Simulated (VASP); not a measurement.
The system is BaZrO3.

```
CELL_PARAMETERS angstrom
4.15925 0.00000 0.00000
0.00000 4.15925 0.00000
0.00000 0.00000 4.15925
ATOMIC_POSITIONS crystal
Ba 0.00000 0.00000 0.00000
Zr 0.50000 0.50000 0.50000
O 0.00000 0.50000 0.50000
O 0.50000 0.00000 0.50000
O 0.50000 0.50000 0.00000
```

```yaml
Program: VASP 6.6.1
Task: relaxation of cell and atoms
Functional: PBE
Potentials_or_basis: VASP PAW PBE potentials, release 64 (Ba_sv, Zr_sv, O)
Cutoff: 600 eV
k_mesh: 6 × 6 × 6
Occupations: gaussian, width 0.1 eV
Spin: no spin polarisation
```

At the start: pressure 9.1 GPa; volume 14.39 Å³/atom.

**Question.** Where does the relaxation end?

**Answer.** Over 3 steps the energy falls by 21.6 meV/atom and the volume is 15.20 Å³/atom (+5.6 %); space group Pm-3m (No. 221, to 0.05 Å).

The path:
| step | energy change (eV) | largest force (eV/Å) | pressure (GPa) | volume (Å³) |
| --- | --- | --- | --- | --- |
| 1 | 0.0000 | 0.0000 | 9.10 | 71.95 |
| 2 | 0.0202 | 0.0000 | -8.03 | 80.80 |
| 3 | -0.1081 | 0.0000 | -0.08 | 76.00 |

Final structure:
```yaml
crystal:
  lattice:
    - [4.23590, 0.00000, 0.00000]
    - [0.00000, 4.23590, 0.00000]
    - [0.00000, 0.00000, 4.23590]
  atoms:
    - { symbol: Ba, position: [0.00000, 0.00000, 0.00000] }
    - { symbol: Zr, position: [0.50000, 0.50000, 0.50000] }
    - { symbol: O, position: [0.00000, 0.50000, 0.50000] }
    - { symbol: O, position: [0.50000, 0.00000, 0.50000] }
    - { symbol: O, position: [0.50000, 0.50000, 0.00000] }
```
